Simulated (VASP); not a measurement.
# Pb in VASP: notebook

Aim: see how the results for Pb move with the level of theory and the settings. Levels: HSE06, PBE0, LDA, BLYP. Tasks: single point.

Program: VASP 6.6.1. These are calculated values, not measurements. Logs are shortened: lines on timing, memory, paths and dates and some standing lists are left out, and cuts for length are marked.

### Step 1. The cell of the first run

The structure is cubic, space group Fm-3m (No. 225). The conventional cell has a = 4.983 Å, b = 4.983 Å, c = 4.983 Å, α = 90.00°, β = 90.00°, γ = 90.00°. Pb (site symmetry m-3m) has 12 Pb at 3.52 Å within 4.6 Å.

### Step 2. Single point, HSE06

Contents of POSCAR:

```
Pb
1.0
    0.0000000000      2.4914113386      2.4914113386
    2.4914113386      0.0000000000      2.4914113386
    2.4914113386      2.4914113386      0.0000000000
Pb
1
Direct
    0.0000000000      0.0000000000      0.0000000000
```

Contents of INCAR.step1:

```
  PREC = Accurate
  ENCUT = 520
  EDIFF = 1E-5
  ISMEAR = -1
  SIGMA = 0.05
  LREAL = False
  LASPH = True
  NELM = 60
  ALGO = Normal
  ISIF = 2
  LWAVE = True
  LCHARG = False
  NBANDS = 13
  GGA = PE
```

Contents of INCAR.step2:

```
  PREC = Accurate
  ENCUT = 520
  EDIFF = 1E-6
  ISMEAR = -1
  SIGMA = 0.05
  LREAL = False
  LASPH = True
  NELM = 60
  ALGO = Normal
  ISIF = 2
  LWAVE = False
  LCHARG = False
  GGA = PE
  LHFCALC = True
  HFSCREEN = 0.2079
  PRECFOCK = Normal
  NBANDS = 13
  ISTART = 1
```

Contents of KPOINTS:

```
regular mesh
0
Gamma
  6 6 6
```

Potentials or basis: VASP PAW PBE potentials, release 64 (Pb_d).

Command:

```sh
$ cat potpaw_PBE.64/Pb_d/POTCAR > POTCAR
$ cp INCAR.step1 INCAR
$ mpirun -np 1 vasp_std > vasp.out
$ cp INCAR.step2 INCAR
$ mpirun -np 1 vasp_std > vasp.out
```

OUTCAR:

```text
PREC = Accurate
   ENCUT = 520
   EDIFF = 1E-6
   ISMEAR = -1
   LREAL = False
   LASPH = True
   NELM = 60
   ISIF = 2
   GGA = PE
   LHFCALC = True
   HFSCREEN = 0.2079
   PRECFOCK = Normal
   ISTART = 1

 ion  position               nearest neighbor table
   1  0.000  0.000  0.000-

  LATTYP: Found a face centered cubic cell.
 ALAT       =     4.9828226772

  Lattice vectors:

 A1 = (   0.0000000000,   2.4914113386,   2.4914113386)
 A2 = (   2.4914113386,   0.0000000000,   2.4914113386)
 A3 = (   2.4914113386,   2.4914113386,   0.0000000000)

Analysis of symmetry for initial positions (statically):
[... 5 lines left out ...]
 face centered cubic supercell.

 Subroutine GETGRP returns: Found 48 space group operations
 (whereof 48 operations were pure point group operations)
 out of a pool of 48 trial point group operations.

The static configuration has the point symmetry O_h .

Analysis of symmetry for dynamics (positions and initial velocities):
[... 5 lines left out ...]
 face centered cubic supercell.

 Subroutine GETGRP returns: Found 48 space group operations
 (whereof 48 operations were pure point group operations)
 out of a pool of 48 trial point group operations.

The dynamic configuration has the point symmetry O_h .

 Subroutine INISYM returns: Found 48 space group operations
 (whereof 48 operations are pure point group operations),
 and found     1 'primitive' translations

----------------------------------------------------------------------------------------

                                     Primitive cell

  volume of cell :      30.9290

  direct lattice vectors                    reciprocal lattice vectors
     0.000000000  2.491411339  2.491411339    -0.200689462  0.200689462  0.200689462
     2.491411339  0.000000000  2.491411339     0.200689462 -0.200689462  0.200689462
     2.491411339  2.491411339  0.000000000     0.200689462  0.200689462 -0.200689462

  length of vectors
     3.523387704  3.523387704  3.523387704     0.347604344  0.347604344  0.347604344

  position of ions in fractional coordinates (direct lattice)
     0.000000000  0.000000000  0.000000000

  ion indices of the primitive-cell ions
   primitive index   ion index
                 1           1

----------------------------------------------------------------------------------------

 KPOINTS: regular mesh

Automatic generation of k-mesh.
 Grid dimensions read from file:
 generate k-points for:    6    6    6

 Generating k-lattice:

  Cartesian coordinates                     Fractional coordinates (reciprocal lattice)
    -0.033448244  0.033448244  0.033448244     0.166666667  0.000000000  0.000000000
     0.033448244 -0.033448244  0.033448244     0.000000000  0.166666667  0.000000000
     0.033448244  0.033448244 -0.033448244     0.000000000  0.000000000  0.166666667

  Length of vectors
     0.057934057  0.057934057  0.057934057

  Shift w.r.t. Gamma in fractional coordinates (k-lattice)
     0.000000000  0.000000000  0.000000000

 Subroutine IBZKPT returns following result:
 ===========================================

 Found     16 irreducible k-points:

 Following reciprocal coordinates:
            Coordinates               Weight
  0.000000  0.000000  0.000000      1.000000
  0.166667  0.000000  0.000000      8.000000
  0.333333  0.000000  0.000000      8.000000
  0.500000  0.000000  0.000000      4.000000
  0.166667  0.166667  0.000000      6.000000
  0.333333  0.166667  0.000000     24.000000
[... 8 lines left out ...]
 -0.333333  0.333333  0.166667     24.000000
 -0.333333  0.500000  0.166667     12.000000
   k-points           NKPTS =     16   k-points in BZ     NKDIM =    216   number of bands    NBANDS=     13
   number of dos      NEDOS =    301   number of ions     NIONS =      1
   total plane-waves  NPLWV =  21952
   dimension x,y,z NGX =    28 NGY =   28 NGZ =   28
   dimension x,y,z NGXF=    56 NGYF=   56 NGZF=   56
   ions per type =               1
   NGX,Y,Z   is equivalent  to a cutoff of  13.21, 13.21, 13.21 a.u.
   NGXF,Y,Z  is equivalent  to a cutoff of  26.42, 26.42, 26.42 a.u.
 SYSTEM =  unknown system
   PREC   = accura    normal or accurate (medium, high low for compatibility)
   ISTART =      1    job   : 0-new  1-cont  2-samecut
   ICHARG =      0    charge: 1-file 2-atom 10-const
   ISPIN  =      1    spin polarized calculation?
   LNONCOLLINEAR =      F non collinear calculations
   LSORBIT =      F    spin-orbit coupling
   LASPH  =      T    aspherical Exc in radial PAW
   ENCUT  =  520.0 eV  38.22 Ry    6.18 a.u.   6.55  6.55  6.55*2*pi/ulx,y,z
   NELM   =     60;   NELMIN=  2; NELMDL=  0     # of ELM steps
   EDIFF  = 0.1E-05   stopping-criterion for ELM
   LREAL  =      F    real-space projection
   EDIFFG = 0.1E-04   stopping-criterion for IOM
   NSW    =      0    number of steps for IOM
   IBRION =     -1    ionic relax: 0-MD 1-quasi-New 2-CG
   NFREE  =      0    steps in history (QN), initial steepest desc. (CG)
   ISIF   =      2    stress and relaxation
   ISYM   =      3    0-nonsym 1-usesym 2-fastsym
   POTIM  = 0.5000    time-step for ionic-motion
   TEBEG  =    0.0;   TEEND  =   0.0 temperature during run
   PSTRESS=    0.0 pullay stress
   NELECT =      14.0000    total number of electrons
   NUPDOWN=      -1.0000    fix difference up-down
   EMIN   =  10.00;   EMAX   =-10.00  energy-range for DOS
   EFERMI =   0.00;   METHOD = LEGACY
   ISMEAR =    -1;   SIGMA  =   0.05  broadening in eV -4-tet -1-fermi 0-gaus
   EFERMI_NEDOS =   21; number of points for ismear=-14 and -15
   IALGO  =     38    algorithm
   IMIX   =      1    mixing-type and parameters
     AMIX     =   0.40;   BMIX     =  1.00
     AMIX_MAG =   1.60;   BMIX_MAG =  1.00
  volume/ion in A,a.u.               =      30.93       208.72
  Fermi-wavevector in a.u.,A,eV,Ry     =   1.256981  2.375350 21.497225  1.580001
  Thomas-Fermi vector in A             =   2.390662
   LORBIT       =      0    0 simple, 1 ext, 2 COOP (PROOUT), +10 PAW based schemes
   GGA     = PE    functional components
   LHFCALC =     T    Hartree Fock is set to
   PRECFOCK=normal    Normal, Fast or Accurate (Low or Medium for compatibility)
   ENCUT4O =  -1.0   cutoff for four orbital integrals eV
   NKREDX  =     1    reduce k-point grid by
   NKREDY  =     1    reduce k-point grid by
   NKREDZ  =     1    reduce k-point grid by
   AEXX    =    0.2500 exact exchange contribution
   HFSCREEN=    0.2079 screening length (either q_TF or 0.3 A-1)
   HFSCREENC=   0.2079 screening length for correlation (either q_TF or 0.3 A-1)
   ENCUTFOCK=  -1.0 apply spherical cutoff to Coloumb kernel
   IVDW    =     0    specifies the selected vdW correction
   LEPSILON=     F    determine dielectric tensor
   LRPA    =     F    only Hartree local field effects (RPA)
 non-spin polarized calculation
  energy-cutoff  :      520.00
  volume of cell :       30.93
 maximum number of plane-waves:       869
 NGX is ok and might be reduce to    28
  NGX = 20; NGY = 20; NGZ = 20

 number of electron      14.0000000 magnetization

 Free energy of the ion-electron system (eV)
  ---------------------------------------------------
  ext. energy  EPLUGINS =         0.00000000
  ---------------------------------------------------
  free energy    TOTEN  =        -3.97668050 eV

  energy without entropy =       -3.96996187  energy(sigma->0) =       -3.97332118

 E-fermi :   7.1619     XC(G=0):  -8.3641

 val. band max:        6.9804544167   @ k =  -0.3333   0.3333   0.1667
 cond. band min:       7.2458188626   @ k =   0.3333   0.1667   0.0000
 fundamental gap:      0.2653644459
 Fermi energy:         7.1618666215

 k-point     1 :       0.0000    0.0000    0.0000
  band No.  band energies     occupation
      1     -11.9804      2.00000
      2     -11.9804      2.00000
      3     -11.9804      2.00000
      4     -11.8448      2.00000
      5     -11.8448      2.00000
      6      -5.9434      2.00000
      7      15.0208      0.00000
      8      15.0208      0.00000
      9      15.0208      0.00000
     10      17.4582      0.00000
     11      18.8719      0.00000
     12      20.0581      0.00000
     13      20.0581      0.00000

 k-point     2 :       0.1667    0.0000    0.0000
  band No.  band energies     occupation
      1     -11.9833      2.00000
      2     -11.9515      2.00000
      3     -11.9515      2.00000
      4     -11.8390      2.00000
      5     -11.8390      2.00000
      6      -5.3561      2.00000
      7      10.6155      0.00000
      8      14.4073      0.00000
      9      14.4073      0.00000
     10      16.7614      0.00000
     11      20.3028      0.00000
     12      20.7929      0.00000
     13      20.8336      0.00000

 k-point     3 :       0.3333    0.0000    0.0000
  band No.  band energies     occupation
      1     -11.9990      2.00000
      2     -11.9557      2.00000
      3     -11.9557      2.00000
      4     -11.7637      2.00000
      5     -11.7637      2.00000
      6      -3.6389      2.00000
      7       5.3359      2.00000
      8      13.4750      0.00000
      9      13.4750      0.00000
     10      16.4708      0.00000
     11      18.1748      0.00000
     12      19.2885      0.00000
     13      19.2885      0.00000
[... 177 lines left out ...]
 k-point    15 :      -0.3333    0.3333    0.1667
  band No.  band energies     occupation
      1     -11.9863      2.00000
      2     -11.9461      2.00000
      3     -11.8556      2.00000
      4     -11.8166      2.00000
      5     -11.7098      2.00000
      6      -0.8166      2.00000
      7       4.0949      2.00000
      8       6.9805      1.94825
      9       9.2347      0.00000
     10      16.9867      0.00000
     11      18.9294      0.00000
     12      21.9526      0.00000
     13      21.9535      0.00000

 k-point    16 :      -0.3333    0.5000    0.1667
  band No.  band energies     occupation
      1     -12.0364      2.00000
      2     -11.9978      2.00000
      3     -11.8037      2.00000
      4     -11.7734      2.00000
      5     -11.6772      2.00000
      6      -0.2435      2.00000
      7       4.3037      2.00000
      8       6.9196      1.98438
      9       7.6970      0.00004
     10      16.3356      0.00000
     11      17.2427      0.00000
     12      22.5898      0.00000
     13      22.9278      0.00000

------------------------ aborting loop because EDIFF is reached ----------------------------------------

  FORCE on cell =-STRESS in cart. coord.  units (eV):
  Direction    XX          YY          ZZ          XY          YZ          ZX
  --------------------------------------------------------------------------------------
  -------------------------------------------------------------------------------------
  Total        0.1806434      0.1806434      0.1806434     -0.0000000     -0.0000000     -0.0000000
  in kB        9.3576398      9.3576398      9.3576398     -0.0000000     -0.0000000     -0.0000000
  external PRESSURE =       9.3576398 kB  Pullay stress =       0.0000000 kB

 VOLUME and BASIS-vectors are now :
 -----------------------------------------------------------------------------
  energy-cutoff  :      520.00
  volume of cell :       30.93
      direct lattice vectors                 reciprocal lattice vectors
     0.000000000  2.491411339  2.491411339    -0.200689462  0.200689462  0.200689462
     2.491411339  0.000000000  2.491411339     0.200689462 -0.200689462  0.200689462
     2.491411339  2.491411339  0.000000000     0.200689462  0.200689462 -0.200689462

 POSITION                                       TOTAL-FORCE (eV/Angst)
 -----------------------------------------------------------------------------------
      0.00000      0.00000      0.00000         0.000000      0.000000      0.000000
 -----------------------------------------------------------------------------------
    total drift:                               -0.000000     -0.000000     -0.000000

  FREE ENERGIE OF THE ION-ELECTRON SYSTEM (eV)
  ---------------------------------------------------
  free  energy   TOTEN  =        -3.9766804957 eV

  energy  without entropy=       -3.9699618723  energy(sigma->0) =       -3.97332118
```

It took 21 min on 1 thread of Intel Xeon Platinum 8259CL at 2.50GHz (Skylake/Cascade Lake), shared host; peak memory 0.27 GiB.

What came out:

* Free energy: -3.9767 eV
* Pressure: 0.9 GPa
* Band gap on the k mesh: zero (band 7 reaches 15.02 eV, above the bottom of band 8 at 5.26 eV)

Caveat: the k points lie up to 0.36 Å⁻¹ apart; the PAW data sets were made with another functional, which shifts forces and pressure a little; spin-orbit coupling is left out, which moves the levels of the heavy elements.

### Step 3. Single point, PBE0

POSCAR is that of step 2.

Contents of INCAR.step1:

```
SYSTEM = Pb
PREC = Accurate ; ENCUT = 520
EDIFF = 1E-5 ; ISMEAR = -1
SIGMA = 0.05 ; LREAL = .FALSE.
LASPH = .TRUE. ; NELM = 100
ALGO = Normal ; ISIF = 2
LWAVE = .TRUE. ; LCHARG = .FALSE.
GGA = PE ; NBANDS = 13
```

Contents of INCAR.step2:

```
SYSTEM = Pb
PREC = Accurate ; ENCUT = 520
EDIFF = 1E-6 ; ISMEAR = -1
SIGMA = 0.05 ; LREAL = .FALSE.
LASPH = .TRUE. ; NELM = 100
ALGO = Normal ; ISIF = 2
LWAVE = .FALSE. ; LCHARG = .FALSE.
GGA = PE ; LHFCALC = .TRUE.
AEXX = 0.25 ; PRECFOCK = Normal
ISTART = 1 ; NBANDS = 13
```

Contents of KPOINTS:

```
Automatic mesh
0
G
  6 6 6
  0 0 0
```

Potentials or basis: VASP PAW PBE potentials, release 64 (Pb_d).

Command:

```sh
$ cat potpaw_PBE.64/Pb_d/POTCAR > POTCAR
$ cp INCAR.step1 INCAR
$ mpirun -np 1 vasp_std > vasp.out
$ cp INCAR.step2 INCAR
$ mpirun -np 1 vasp_std > vasp.out
```

Run time: 24 min. Hardware: 1 thread of Intel Xeon Platinum 8259CL at 2.50GHz (Skylake/Cascade Lake), shared host; peak memory 0.18 GiB.

The run converged. Its results:

```
Free energy            : -4.4600 eV
Pressure               : 0.7 GPa
Band gap on the k mesh : zero (band 7 reaches 15.43 eV, above the bottom of band 8 at 4.94 eV)
```

Levels at points of the mesh, in eV from the Fermi level:
```csv
k point,band 5,band 6,band 7,band 8,band 9,band 10
"(0.00, 0.00, 0.00)",-19.60,-13.72,8.09,8.09,8.09,10.49
"(0.50, 0.00, 0.00)",-19.46,-9.67,-5.44,6.14,6.14,9.90
"(0.50, 0.50, 0.00)",-19.43,-8.06,-4.43,2.34,2.34,5.72
```

Caveat: the k points lie up to 0.36 Å⁻¹ apart; the PAW data sets were made with another functional, which shifts forces and pressure a little; spin-orbit coupling is left out, which moves the levels of the heavy elements.

### Step 4. Single point, LDA

This run uses another cell than the first one, of 30.32 Å³/atom, 0.980 times its volume.

Contents of INCAR:

```
SYSTEM = Pb
ALGO = Normal ; EDIFF = 1E-6
ENCUT = 500 ; GGA = CA
GGA_COMPAT = .FALSE. ; ISIF = 2
ISMEAR = -1 ; LASPH = .TRUE.
LCHARG = .TRUE. ; LELF = .TRUE.
LREAL = .FALSE. ; LVHAR = .TRUE.
LWAVE = .FALSE. ; NBANDS = 13
NELM = 120 ; PREC = Accurate
SIGMA = 0.15
```

Contents of KPOINTS:

```
k-points
0
G
  9 9 9
  0 0 0
```

Contents of POSCAR:

```
Pb
1.0
    0.0000000000      2.4750200000      2.4750200000
    2.4750200000      0.0000000000      2.4750200000
    2.4750200000      2.4750200000      0.0000000000
Pb
1
Direct
    0.0000000000      0.0000000000      0.0000000000
```

Potentials or basis: VASP PAW LDA potentials, release 64 (Pb_d).

Command:

```sh
$ cat potpaw_LDA.64/Pb_d/POTCAR > POTCAR
$ mpirun -np 1 vasp_std > vasp.out
```

Wall time 21 s (1 thread of Intel Xeon 8259CL, shared host); peak memory 0.14 GiB.

It converged, with:

* Free energy: -4.2770 eV
* Pressure: -2.0 GPa
* Band gap on the k mesh: zero (band 7 reaches 14.35 eV, above the bottom of band 8 at 5.46 eV)

Levels at points of the mesh, in eV from the Fermi level:
```tsv
k point	band 5	band 6	band 7	band 8	band 9	band 10
(0.00, 0.00, 0.00)	-16.82	-11.72	7.40	7.40	7.40	9.88
```

Caveat: spin-orbit coupling is left out, which moves the levels of the heavy elements.

### Step 5. Single point, BLYP, collinear spin, ferromagnetic start (the cell strained at random)

Contents of INCAR:

```
SYSTEM = Pb
  AGGAC = 1.0
  AGGAX = 1.0
  ALDAC = 0.0
  ALDAX = 1.0
  ALGO = Fast
  EDIFF = 1E-7
  ENCUT = 520
  GGA = B5
  ISIF = 2
  ISMEAR = -5
  ISPIN = 2
  LASPH = .TRUE.
  LCHARG = .FALSE.
  LORBIT = 11
  LREAL = .FALSE.
  LWAVE = .FALSE.
  MAGMOM = 0.5
  NBANDS = 17
  NELM = 150
  PREC = Accurate
  SIGMA = 0.05
```

Contents of KPOINTS:

```
k-points
0
G
  7 7 7
  0 0 0
```

Contents of POSCAR:

```
Pb
1.0
   -0.0129850000      2.4874310000      2.5109810000
    2.4535190000     -0.0007460000      2.4987420000
    2.4391710000      2.4608440000      0.0136010000
Pb
1
Direct
    0.0000000000      0.0000000000      0.0000000000
```

Potentials or basis: VASP PAW PBE potentials, release 64 (Pb_d).

Command:

```sh
$ cat potpaw_PBE.64/Pb_d/POTCAR > POTCAR
$ mpirun -np 1 vasp_std > vasp.out
```

Run time: 2 min. Hardware: 1 thread of Intel Xeon 6975P-C (Granite Rapids), shared host; peak memory 0.27 GiB.

The run converged. Its results:

```yaml
Free_energy: -2.8035 eV
Pressure: 6.5 GPa
Band_gap_on_the_k_mesh: zero (filled and empty bands overlap)
Net_moment: 0.00 μB per cell
Valence_electrons_inside_the_program's_atomic_spheres: Pb 11.99
```

Stress tensor (GPa, compression positive):
```
 6.59  0.22 -0.01
 0.22  6.48 -0.17
-0.01 -0.17  6.31
```

Levels at points of the mesh, in eV from the Fermi level:
Spin up:
```csv
k point,band 4,band 5,band 6,band 7,band 8,band 9,band 10,band 11
"(0.00, 0.00, 0.00)",-17.12,-17.10,-11.97,6.89,7.06,7.23,9.89,11.58
```
Spin down:
| k point | band 4 | band 5 | band 6 | band 7 | band 8 | band 9 | band 10 | band 11 |
| --- | --- | --- | --- | --- | --- | --- | --- | --- |
| (0.00, 0.00, 0.00) | -17.12 | -17.10 | -11.97 | 6.89 | 7.06 | 7.23 | 9.89 | 11.58 |

Caveat: the cell differs from its parent crystal (the cell strained at random); the PAW data sets were made with another functional, which shifts forces and pressure a little; spin-orbit coupling is left out, which moves the levels of the heavy elements; tetrahedron occupations give inexact forces and stress in metals.

### Step 6. The runs side by side

| level | potentials or basis | spin | cell | k mesh | cutoff (eV) | smearing | grid for exact exchange (PRECFOCK) | screening parameter | gap on the mesh (eV) | pressure (GPa) |
| --- | --- | --- | --- | --- | --- | --- | --- | --- | --- | --- |
| HSE06 | VASP PAW PBE potentials, release 64 (Pb_d) | off | a = 3.523 Å, angles 60.0°, 1 atom | 6 × 6 × 6 | 520 | fermi-dirac 0.05 eV | Normal | 0.2079 1/Å | none | 0.9 |
| PBE0 | VASP PAW PBE potentials, release 64 (Pb_d) | off | a = 3.523 Å, angles 60.0°, 1 atom | 6 × 6 × 6 | 520 | fermi-dirac 0.05 eV | Normal | - | none | 0.7 |
| LDA | VASP PAW LDA potentials, release 64 (Pb_d) | off | a = 3.500 Å, angles 60.0°, 1 atom | 9 × 9 × 9 | 500 | fermi-dirac 0.15 eV | - | - | none | -2.0 |
| BLYP | VASP PAW PBE potentials, release 64 (Pb_d) | collinear, ferromagnetic start | a = 3.534, b = 3.502, c = 3.465 Å, angles 60.3, 60.0, 59.7°, 1 atom | 7 × 7 × 7 | 520 | tetrahedron | - | - | none | 6.5 |

Alike in all rows: task single point.

Caveats: some runs use coarse meshes; spin-orbit coupling is left out, which moves the levels of the heavy elements; the PAW data sets were made with another functional, which shifts forces and pressure a little (some runs); tetrahedron occupations give inexact forces and stress in metals (some runs).

Absolute energies hang on the potentials; compare differences alone.
